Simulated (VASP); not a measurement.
Wanted: the native input for a VASP 6.6.1 run.

```
Task                   : electric field gradients
Functional             : LDA
Potentials or basis    : VASP PAW LDA potentials, release 64 (Ca_sv, Se)
Cutoff                 : 400 eV
k mesh                 : 7 × 7 × 7
Occupations            : fermi-dirac, width 0.02 eV
Spin                   : no spin polarisation
Dipole correction      : no
Further INCAR settings : ALGO = Normal; EDIFF = 1e-08; NBANDS = 15
```

The structure of CaSe lies in POSCAR:

```
CaSe
1.0
    0.0000000000      2.9560000000      2.9560000000
    2.9560000000      0.0000000000      2.9560000000
    2.9560000000      2.9560000000      0.0000000000
Ca Se
1 1
Direct
    0.0000000000      0.0000000000      0.0000000000
    0.5000000000      0.5000000000      0.5000000000
```

The input as run:

INCAR

```
SYSTEM = CaSe
PREC = Accurate
ENCUT = 400
EDIFF = 1E-8
ISMEAR = -1
SIGMA = 0.02
LREAL = .FALSE.
LASPH = .TRUE.
NELM = 120
ALGO = Normal
ISIF = 2
LWAVE = .FALSE.
LCHARG = .FALSE.
GGA = CA
LEFG = .TRUE.
NBANDS = 15
GGA_COMPAT = .FALSE.
```

KPOINTS

```
regular mesh
0
G
  7 7 7
  0 0 0
```

Potentials or basis: VASP PAW LDA potentials, release 64 (Ca_sv, Se).

Run with:

```console
$ cat potpaw_LDA.64/Ca_sv/POTCAR potpaw_LDA.64/Se/POTCAR > POTCAR
$ mpirun -np 1 vasp_std > vasp.out
```

Results of the run:

The pressure is -2.9 GPa. The band gap on the k mesh is 1.92 eV (least direct gap 2.84 eV) and the largest electric field gradient by atom is zero within the noise of the run.

Caveat: an odd mesh through Γ misses points on the zone boundary, where band edges can lie.

It took 17 s on 1 thread of Intel Xeon 8259CL, with other jobs on the host, peak memory 0.14 GiB.
